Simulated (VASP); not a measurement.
# CuRu4 (P-3m1) in VASP: further runs

The runs below take CuRu4 through single point, relaxation of cell and atoms, with PBE.

Everything below comes from runs of VASP 6.6.1. Logs are shortened: lines on timing, memory, paths and dates and some standing lists are left out, and cuts for length are marked.

### Step 1. The cell of the first run

The structure is trigonal, space group P-3m1 (No. 164). Conventional cell: a = 2.772 Å, b = 2.772 Å, c = 8.914 Å, α = 90.00°, β = 90.00°, γ = 120.00°. Within 2.6 Å of Cu (site symmetry -3m) lie 6 Ru at 2.00 Å. Ru (site symmetry 3m) has 3 Cu at 2.00 Å within 2.6 Å. Within 3.5 Å of Ru (site symmetry 3m) lie 12 Ru at 2.69 to 2.77 Å.

### Step 2. Single point, PBE

INCAR reads:

```
PREC = Accurate
ENCUT = 520
EDIFF = 1E-7
ISMEAR = 0
SIGMA = 0.1
LREAL = False
LASPH = True
NELM = 60
ALGO = Normal
ISIF = 2
LWAVE = False
LCHARG = False
GGA = PE
NBANDS = 42
```

KPOINTS reads:

```
Automatic mesh
0
Gamma
  6 6 2
```

POSCAR reads:

```
CuRu4
1.0
    2.7722288600      0.0000000000      0.0000000000
   -1.3861144300      2.4008206200      0.0000000000
    0.0000000000      0.0000000000      8.9140502800
Cu Ru
1 4
Direct
    0.0000000000      0.0000000000      0.0000000000
    0.3333333300      0.6666666700      0.8658552800
    0.3333333300      0.6666666700      0.3767953500
    0.6666666700      0.3333333300      0.1341447200
    0.6666666700      0.3333333300      0.6232046500
```

Potentials or basis: VASP PAW PBE potentials, release 64 (Cu, Ru_pv).

Run with:

```
> cat potpaw_PBE.64/Cu/POTCAR potpaw_PBE.64/Ru_pv/POTCAR > POTCAR
> mpirun -np 1 vasp_std > vasp.out
```

OUTCAR:

```text
PREC = Accurate
   ENCUT = 520
   EDIFF = 1E-7
   ISMEAR = 0
   LREAL = False
   LASPH = True
   NELM = 60
   ISIF = 2
   GGA = PE

 ion  position               nearest neighbor table
   1  0.000  0.000  0.000-   2 2.00   4 2.00   4 2.00   2 2.00   4 2.00   2 2.00
   2  0.333  0.667  0.866-   1 2.00   1 2.00   1 2.00   5 2.69   5 2.69   5 2.69   4 2.88   4 2.88
                             4 2.88
   3  0.333  0.667  0.377-   4 2.69   4 2.69   4 2.69   5 2.72   5 2.72   5 2.72
   4  0.667  0.333  0.134-   1 2.00   1 2.00   1 2.00   3 2.69   3 2.69   3 2.69   2 2.88   2 2.88
                             2 2.88
   5  0.667  0.333  0.623-   2 2.69   2 2.69   2 2.69   3 2.72   3 2.72   3 2.72

  LATTYP: Found a hexagonal cell.
 ALAT       =     2.7722288600
 C/A-ratio  =     3.2154813798

  Lattice vectors:

 A1 = (   2.7722288600,   0.0000000000,   0.0000000000)
 A2 = (  -1.3861144300,   2.4008206200,   0.0000000000)
 A3 = (   0.0000000000,   0.0000000000,   8.9140502800)

Analysis of symmetry for initial positions (statically):
=====================================================================
 Subroutine PRICEL returns:
 Original cell was already a primitive cell.

 Routine SETGRP: Setting up the symmetry group for a
 hexagonal supercell.

 Subroutine GETGRP returns: Found 12 space group operations
 (whereof 12 operations were pure point group operations)
 out of a pool of 24 trial point group operations.

The static configuration has the point symmetry D_3d.

Analysis of symmetry for dynamics (positions and initial velocities):
=====================================================================
 Subroutine PRICEL returns:
 Original cell was already a primitive cell.

 Routine SETGRP: Setting up the symmetry group for a
 hexagonal supercell.

 Subroutine GETGRP returns: Found 12 space group operations
 (whereof 12 operations were pure point group operations)
 out of a pool of 24 trial point group operations.

The dynamic configuration has the point symmetry D_3d.

 Subroutine INISYM returns: Found 12 space group operations
 (whereof 12 operations are pure point group operations),
 and found     1 'primitive' translations

----------------------------------------------------------------------------------------

                                     Primitive cell

  volume of cell :      59.3286

  direct lattice vectors                    reciprocal lattice vectors
     2.772228860  0.000000000  0.000000000     0.360720579  0.208262123  0.000000000
    -1.386114430  2.400820620  0.000000000     0.000000000  0.416524247  0.000000000
     0.000000000  0.000000000  8.914050280     0.000000000  0.000000000  0.112182450

  length of vectors
     2.772228860  2.772228862  8.914050280     0.416524247  0.416524247  0.112182450

  position of ions in fractional coordinates (direct lattice)
     0.000000000  0.000000000  0.000000000
     0.333333330  0.666666670  0.865855280
     0.333333330  0.666666670  0.376795350
     0.666666670  0.333333330  0.134144720
     0.666666670  0.333333330  0.623204650

  ion indices of the primitive-cell ions
   primitive index   ion index
                 1           1
                 2           2
                 3           3
                 4           4
                 5           5

----------------------------------------------------------------------------------------

 KPOINTS: Automatic mesh

Automatic generation of k-mesh.
 Grid dimensions read from file:
 generate k-points for:    6    6    2

 Generating k-lattice:

  Cartesian coordinates                     Fractional coordinates (reciprocal lattice)
     0.060120097  0.034710354  0.000000000     0.166666667 -0.000000000  0.000000000
     0.000000000  0.069420708  0.000000000     0.000000000  0.166666667  0.000000000
     0.000000000  0.000000000  0.056091225     0.000000000  0.000000000  0.500000000

  Length of vectors
     0.069420708  0.069420708  0.056091225

  Shift w.r.t. Gamma in fractional coordinates (k-lattice)
     0.000000000  0.000000000  0.000000000

 Subroutine IBZKPT returns following result:
 ===========================================

 Found     14 irreducible k-points:

 Following reciprocal coordinates:
            Coordinates               Weight
  0.000000  0.000000  0.000000      1.000000
  0.166667 -0.000000  0.000000      6.000000
  0.333333  0.000000  0.000000      6.000000
  0.500000 -0.000000  0.000000      3.000000
  0.166667  0.166667  0.000000      6.000000
  0.333333  0.166667  0.000000     12.000000
  0.333333  0.333333  0.000000      2.000000
  0.000000  0.000000  0.500000      1.000000
  0.166667 -0.000000  0.500000      6.000000
  0.333333  0.000000  0.500000      6.000000
  0.500000 -0.000000  0.500000      3.000000
  0.166667  0.166667  0.500000      6.000000
  0.333333  0.166667  0.500000     12.000000
  0.333333  0.333333  0.500000      2.000000
[... 124 lines left out ...]
      1     -29.6177      2.00000
      2     -29.5503      2.00000
      3     -29.5174      2.00000
      4     -29.3643      2.00000
      5     -29.3218      2.00000
      6     -29.2030      2.00000
[... 34 lines left out ...]
     41      21.0231      0.00000
     42      21.8718      0.00000

 k-point     6 :       0.3333    0.1667    0.0000
  band No.  band energies     occupation
      1     -29.7007      2.00000
      2     -29.6606      2.00000
      3     -29.5436      2.00000
      4     -29.4751      2.00000
      5     -29.3867      2.00000
      6     -29.3074      2.00000
[... 34 lines left out ...]
     41      20.7564      0.00000
     42      22.4054      0.00000

 k-point     7 :       0.3333    0.3333    0.0000
  band No.  band energies     occupation
      1     -29.6004      2.00000
      2     -29.6004      2.00000
      3     -29.5886      2.00000
      4     -29.4562      2.00000
      5     -29.4435      2.00000
      6     -29.4435      2.00000
[... 34 lines left out ...]
     41      21.1307      0.00000
     42      21.1307      0.00000

 k-point     8 :       0.0000    0.0000    0.5000
  band No.  band energies     occupation
      1     -29.7314      2.00000
      2     -29.6217      2.00000
      3     -29.1166      2.00000
      4     -29.1166      2.00000
      5     -29.1061      2.00000
      6     -29.0319      2.00000
[... 34 lines left out ...]
     41      15.8531      0.00000
     42      22.7018      0.00000

 k-point     9 :       0.1667   -0.0000    0.5000
  band No.  band energies     occupation
      1     -29.6831      2.00000
      2     -29.5933      2.00000
      3     -29.2322      2.00000
      4     -29.2273      2.00000
      5     -29.1728      2.00000
      6     -29.1500      2.00000
[... 34 lines left out ...]
     41      16.3871      0.00000
     42      23.5521      0.00000

 k-point    10 :       0.3333    0.0000    0.5000
  band No.  band energies     occupation
      1     -29.6594      2.00000
      2     -29.6260      2.00000
      3     -29.5406      2.00000
      4     -29.4102      2.00000
      5     -29.3323      2.00000
      6     -29.2648      2.00000
[... 34 lines left out ...]
     41      18.1846      0.00000
     42      23.3676      0.00000

 k-point    11 :       0.5000   -0.0000    0.5000
  band No.  band energies     occupation
      1     -29.7950      2.00000
      2     -29.7033      2.00000
      3     -29.6058      2.00000
      4     -29.5380      2.00000
      5     -29.3106      2.00000
      6     -29.2960      2.00000
[... 34 lines left out ...]
     41      18.6118      0.00000
     42      20.5285      0.00000

 k-point    12 :       0.1667    0.1667    0.5000
  band No.  band energies     occupation
      1     -29.6234      2.00000
      2     -29.5872      2.00000
      3     -29.4618      2.00000
      4     -29.3408      2.00000
      5     -29.3143      2.00000
      6     -29.2453      2.00000
[... 34 lines left out ...]
     41      18.0161      0.00000
     42      24.4302      0.00000

 k-point    13 :       0.3333    0.1667    0.5000
  band No.  band energies     occupation
      1     -29.7029      2.00000
      2     -29.6408      2.00000
      3     -29.5661      2.00000
      4     -29.4919      2.00000
      5     -29.3617      2.00000
      6     -29.3288      2.00000
[... 34 lines left out ...]
     41      19.7700      0.00000
     42      22.0175      0.00000

 k-point    14 :       0.3333    0.3333    0.5000
  band No.  band energies     occupation
      1     -29.5800      2.00000
      2     -29.5730      2.00000
      3     -29.5730      2.00000
      4     -29.4960      2.00000
      5     -29.4960      2.00000
      6     -29.4787      2.00000
[... 34 lines left out ...]
     41      20.8629      0.00000
     42      20.9861      0.00000

------------------------ aborting loop because EDIFF is reached ----------------------------------------

  FORCE on cell =-STRESS in cart. coord.  units (eV):
  Direction    XX          YY          ZZ          XY          YZ          ZX
  --------------------------------------------------------------------------------------
  -------------------------------------------------------------------------------------
  Total       39.3906488     39.3906489     42.6805907     -0.0000000      0.0000000      0.0000000
  in kB     1063.7506640   1063.7506659   1152.5960626     -0.0000000      0.0000000      0.0000000
  external PRESSURE =    1093.3657975 kB  Pullay stress =       0.0000000 kB

 VOLUME and BASIS-vectors are now :
 -----------------------------------------------------------------------------
  energy-cutoff  :      520.00
  volume of cell :       59.33
      direct lattice vectors                 reciprocal lattice vectors
     2.772228860  0.000000000  0.000000000     0.360720579  0.208262123  0.000000000
    -1.386114430  2.400820620  0.000000000     0.000000000  0.416524247  0.000000000
     0.000000000  0.000000000  8.914050280     0.000000000  0.000000000  0.112182450

 POSITION                                       TOTAL-FORCE (eV/Angst)
 -----------------------------------------------------------------------------------
      0.00000      0.00000      0.00000         0.000000      0.000000      0.000000
     -0.00000      1.60055      7.71828         0.000000      0.000000    -18.176004
     -0.00000      1.60055      3.35877         0.000000      0.000000      1.423096
      1.38611      0.80027      1.19577        -0.000000      0.000000     18.176004
      1.38611      0.80027      5.55528        -0.000000     -0.000000     -1.423096
 -----------------------------------------------------------------------------------
    total drift:                               -0.000000     -0.000000     -0.000000

  FREE ENERGIE OF THE ION-ELECTRON SYSTEM (eV)
  ---------------------------------------------------
  free  energy   TOTEN  =       -27.7367588961 eV

  energy  without entropy=      -27.7135794700  energy(sigma->0) =      -27.72516918
```

Run time: 37 s. Hardware: 1 thread of AMD EPYC 9R45 (Zen 5), shared host; peak memory 0.17 GiB.

Results:

- Free energy: -27.7368 eV
- Pressure: 109.3 GPa
- Largest force: 18.176 eV/Å

Forces on the atoms (eV/Å):
```
Cu    0.000   0.000   0.000
Ru    0.000   0.000 -18.176
Ru    0.000   0.000   1.423
Ru    0.000   0.000  18.176
Ru    0.000   0.000  -1.423
```

Stress tensor (GPa, compression positive):
```
106.38   0.00   0.00
  0.00 106.38   0.00
  0.00   0.00 115.26
```

Levels at points of the mesh, in eV from the Fermi level:
| k point | band 29 | band 30 | band 31 | band 32 | band 33 | band 34 | band 35 | band 36 | band 37 | band 38 |
| --- | --- | --- | --- | --- | --- | --- | --- | --- | --- | --- |
| (0.00, 0.00, 0.00) | -2.29 | -0.90 | -0.90 | -0.88 | -0.42 | -0.42 | -0.33 | -0.33 | 0.65 | 0.65 |
| (0.50, 0.00, 0.00) | -0.93 | -0.83 | -0.37 | -0.16 | 0.51 | 0.95 | 1.25 | 1.42 | 1.77 | 2.50 |
| (0.00, 0.00, 0.50) | -1.80 | -1.06 | -1.06 | -0.81 | -0.62 | -0.62 | -0.57 | 0.18 | 0.18 | 0.38 |
| (0.50, 0.00, 0.50) | -1.03 | -0.28 | 0.30 | 0.39 | 0.52 | 0.64 | 1.19 | 1.42 | 1.98 | 2.20 |

Caveat: the k points lie up to 0.44 Å⁻¹ apart; forces of over 1 eV/Å act on the atoms, so gaps and moduli don't describe the material at rest.

### Step 3. Single point, PBE

This run uses another cell than the first one, of 13.60 Å³/atom, 1.146 times its volume.

INCAR reads:

```
SYSTEM = CuRu4
ALGO = Normal ; EDIFF = 1E-6
ENCUT = 520 ; GGA = PE
ISIF = 2 ; ISMEAR = 0
LASPH = .True. ; LCHARG = .False.
LREAL = .False. ; LWAVE = .False.
NBANDS = 42 ; NELM = 100
PREC = Accurate ; SIGMA = 0.1
```

KPOINTS reads:

```
k-points
0
Gamma
  6 6 2
  0 0 0
```

POSCAR reads:

```
CuRu4
1.0
    2.7064430125      0.0000000000      0.0000000000
   -1.3532215062      2.3438484027      0.0000000000
    0.0000000000      0.0000000000     10.7197273693
Cu Ru
1 4
Direct
    0.0000000000      0.0000000000      0.0000000000
    0.3333333333      0.6666666667      0.7974995237
    0.3333333333      0.6666666667      0.4015010349
    0.6666666667      0.3333333333      0.2025004763
    0.6666666667      0.3333333333      0.5984989651
```

Potentials or basis: VASP PAW PBE potentials, release 64 (Cu, Ru_pv).

Run with:

```
> cat potpaw_PBE.64/Cu/POTCAR potpaw_PBE.64/Ru_pv/POTCAR > POTCAR
> mpirun -np 1 vasp_std > vasp.out
```

Wall time 33 s (1 thread of AMD EPYC 9R45 (Zen 5), shared host); peak memory 0.16 GiB.

Results (log left out):

| Item | Value |
| --- | --- |
| Free energy | -40.0712 eV |
| Pressure | -0.1 GPa |
| Largest force | 0.054 eV/Å |

Forces on the atoms (eV/Å):
```
Cu   0.000  0.000  0.000
Ru   0.000  0.000 -0.054
Ru   0.000  0.000  0.005
Ru   0.000  0.000  0.054
Ru   0.000  0.000 -0.005
```

Stress tensor (GPa, compression positive):
```
-0.34  0.00  0.00
 0.00 -0.34  0.00
 0.00  0.00  0.38
```

Levels at points of the mesh, in eV from the Fermi level:
```
           k point  band 30  band 31  band 32  band 33  band 34  band 35  band 36  band 37
(0.00, 0.00, 0.00)    -2.19    -1.64    -1.64    -0.84    -0.84    -0.47    -0.12     0.11
(0.50, 0.00, 0.00)    -0.27    -0.09     0.35     1.43     1.44     1.61     1.68     1.86
(0.00, 0.00, 0.50)    -2.03    -2.03    -1.70    -1.70    -0.88    -0.88     0.20     0.20
(0.50, 0.00, 0.50)    -0.66     0.25     1.08     1.29     1.45     1.67     1.82     1.87
```

Caveat: the k points lie up to 0.45 Å⁻¹ apart.

### Step 4. Relaxation of cell and atoms, PBE

INCAR reads:

```
PREC = Accurate ; ENCUT = 600
EDIFF = 1E-6 ; ISMEAR = 0
SIGMA = 0.1 ; LREAL = F
LASPH = T ; NELM = 60
ALGO = Fast ; ISIF = 3
LWAVE = F ; LCHARG = F
GGA = PE ; IBRION = 2
NSW = 90 ; EDIFFG = -0.04
```

KPOINTS reads:

```
regular mesh
0
Gamma
  6 6 2
```

POSCAR reads:

```
CuRu4
1.0
    2.7722288600      0.0000000000      0.0000000000
   -1.3861144300      2.4008206200      0.0000000000
    0.0000000000      0.0000000000      8.9140502800
Cu Ru
1 4
Direct
    0.0000000000      0.0000000000      0.0000000000
    0.3333333300      0.6666666700      0.8658552800
    0.3333333300      0.6666666700      0.3767953500
    0.6666666700      0.3333333300      0.1341447200
    0.6666666700      0.3333333300      0.6232046500
```

Run with:

```
> cat potpaw_PBE.64/Cu/POTCAR potpaw_PBE.64/Ru_pv/POTCAR > POTCAR
> mpirun -np 1 vasp_std > vasp.out
```

Run time: 32 min. Hardware: 1 thread of AMD EPYC 9R45 (Zen 5), shared host; peak memory 0.2 GiB.

It converged, with:

```
Free energy                            : -40.0580 eV
Relaxed volume                         : 13.60 Å³/atom
Relaxed cell                           : a = 2.707 Å, b = 2.707 Å, c = 10.716 Å, α = 90.00°, β = 90.00°, γ = 120.00°
Space group after relaxing (to 0.05 Å) : P-3m1 (No. 164)
Energy gained by relaxing              : 2463.9 meV/atom
Ionic steps                            : 35
Pressure after relaxing                : -0.1 GPa
Largest force after relaxing           : 0.008 eV/Å
```

Forces on the atoms (eV/Å):
```
Cu   0.000  0.000  0.000
Ru   0.000  0.000 -0.008
Ru   0.000  0.000  0.003
Ru   0.000  0.000  0.008
Ru   0.000  0.000 -0.003
```

Stress tensor (GPa, compression positive):
```
-0.15  0.00  0.00
 0.00 -0.15  0.00
 0.00  0.00  0.02
```

Step by step:
```
step  energy change (eV)  largest force (eV/Å)  pressure (GPa)  volume (Å³)
   1              0.0000               18.1736          109.37        59.33
   2            145.0889                4.8519           17.99       159.56
   3              8.1919                3.6683          -17.41       202.61
   4              6.2969                3.5207          -19.47       179.26
   5              4.7638                3.2940          -21.65       168.78
   6              4.2608                3.1567          -22.56       163.75
   7            587.0068               11.0240           90.22        76.51
   8             13.8447                3.2249           -5.35       129.38
   9             -1.2120                2.3105          -31.27       127.59
  10              4.6764                1.3381          -12.19        99.89
  11             -2.4550                3.9984           -1.16        93.14
  12             -6.2414                2.1870           -8.25        94.71
  13             -7.5929                2.8230           -7.12        85.22
  14             -5.1469                8.7524           82.01        62.80
  15             -7.9900                3.9172            0.49        79.98
  16             -8.7783                4.5725           16.74        71.05
  17             -9.0132                3.8829           17.74        70.10
  18             -9.1315                3.0828           20.36        68.97
  19             -9.4732                2.6299           15.21        69.69
  20            -10.2621                2.5939            1.94        71.82
  21            -10.8922                2.2004          -17.18        76.03
  22            -11.3854                1.7392          -16.21        74.50
  23            -12.2411                0.5948           -7.20        69.73
  24            -12.2462                0.6300           -6.10        69.34
  25            -12.2457                0.6167           -6.38        69.48
  26            -12.2906                0.4053           -2.15        68.41
  27            -12.2975                0.2824            0.09        67.85
  28            -12.3092                0.2822            0.20        67.80
  29            -12.3134                0.2227            0.38        67.78
  30            -12.3177                0.0779            0.78        67.74
  31            -12.3186                0.0758           -0.09        67.98
  32            -12.3186                0.0749           -0.37        68.04
  33            -12.3186                0.0800           -0.28        68.02
  34            -12.3191                0.0517           -0.22        68.02
  35            -12.3195                0.0081           -0.09        68.02
```

Final structure:
```
Cu Ru
1.0
     2.70727    0.00000    0.00000
    -1.35363    2.34456    0.00000
     0.00000    0.00000   10.71639
Cu Ru
1 4
Direct
  0.00000 0.00000 0.00000
  0.33333 0.66667 0.79699
  0.33333 0.66667 0.40168
  0.66667 0.33333 0.20301
  0.66667 0.33333 0.59832
```

Levels at points of the mesh, in eV from the Fermi level:
```tsv
k point	band 31	band 32	band 33	band 34	band 35	band 36
(0.00, 0.00, 0.00)	-1.64	-1.64	-0.86	-0.86	-0.48	0.10
(0.50, 0.00, 0.00)	-0.09	0.34	1.42	1.43	1.60	1.67
(0.00, 0.00, 0.50)	-2.04	-1.70	-1.70	-0.90	-0.90	0.19
(0.50, 0.00, 0.50)	0.24	1.08	1.29	1.43	1.66	1.81
```

Caveat: the k points lie up to 0.45 Å⁻¹ apart in the final cell.

### Step 5. Summary

| task | cell | cutoff (eV) | gap on the mesh (eV) | pressure (GPa) | largest force (eV/Å) |
| --- | --- | --- | --- | --- | --- |
| single point | a = 2.772, b = 2.772, c = 8.914 Å, angles 90.0, 90.0, 120.0°, 5 atoms | 520 | none | 109.3 | 18.18 |
| single point | a = 2.706, b = 2.706, c = 10.720 Å, angles 90.0, 90.0, 120.0°, 5 atoms | 520 | none | -0.1 | 0.05 |
| relaxation of cell and atoms | relaxed from a = 2.772, b = 2.772, c = 8.914 Å, angles 90.0, 90.0, 120.0°, 5 atoms | 600 | none | -0.1 | 0.01 |

Alike in all rows: level PBE; potentials or basis VASP PAW PBE potentials, release 64 (Cu, Ru_pv); no spin polarisation; k mesh 6 × 6 × 2; smearing gaussian 0.1 eV.

Caveats: all runs use coarse meshes; forces of over 1 eV/Å act on the atoms, so gaps and moduli don't describe the material at rest (some runs).

Absolute energies hang on the potentials; compare differences alone.
